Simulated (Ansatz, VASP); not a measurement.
## Two plane-wave programs on Se

The input INCAR:

```
SYSTEM = Se
PREC = Accurate
ENCUT = 520
EDIFF = 1E-7
ISMEAR = 0
SIGMA = 0.15
LREAL = .FALSE.
LASPH = .TRUE.
NELM = 100
ALGO = Normal
ISIF = 2
LWAVE = .FALSE.
LCHARG = .TRUE.
GGA = CA
LELF = .TRUE.
LVHAR = .TRUE.
NBANDS = 9
```

The input KPOINTS:

```
regular mesh
0
G
  22 22 22
  0 0 0
```

Contents of POSCAR:

```
Se
1.0
   -1.5176765868      1.5176765868      2.1459946937
    1.5176765868     -1.5176765868      2.1459946937
    1.5176765868      1.5176765868     -2.1459946937
Se
1
Direct
    0.0000000000      0.0000000000      0.0000000000
```

Input for Ansatz:

```yaml
crystal:
  lattice:
    - [-1.5176765868, 1.5176765868, 2.1459946937]
    - [1.5176765868, -1.5176765868, 2.1459946937]
    - [1.5176765868, 1.5176765868, -2.1459946937]
  atoms:
    - { symbol: Se, position: [0.0, 0.0, 0.0] }
basis:
  ecutwfc: 420
kpoints:
  mp_grid: { grid: [22, 22, 22] }
hamiltonian:
  xc: lda
scf:
  occupations: { method: gaussian, width: 0.15 }
output:
  forces: true
  stress: true
  eigenvalues: true
```

Alike in both runs: task single point; functional LDA; k mesh 22 × 22 × 22; occupations gaussian, width 0.15 eV; no spin polarisation.

|  | VASP | Ansatz |
| --- | --- | --- |
| version | VASP 6.6.1 | Ansatz 0.2.0 |
| potentials or method | VASP PAW LDA potentials, release 64 (Se), cutoff 520 eV | scalar-relativistic, plane waves, PAW |
| valence electrons in the cell | 6 | 16 |

VASP gave:

* gap on the k mesh at the Fermi level (eV): none
* pressure (GPa): -3.4

Problem. Which values does Ansatz return?

Solution. gap on the k mesh at the Fermi level (eV): none; pressure (GPa): -3.5.

LDA's correlation is that of Perdew and Zunger in VASP and of Perdew and Wang (1992) in Ansatz. A gap of «none» marks a metal or a gap that the smearing closes. VASP's potentials hold 6 valence electrons a cell and Ansatz's 16, so a difference there can come from the potentials and not from the codes.
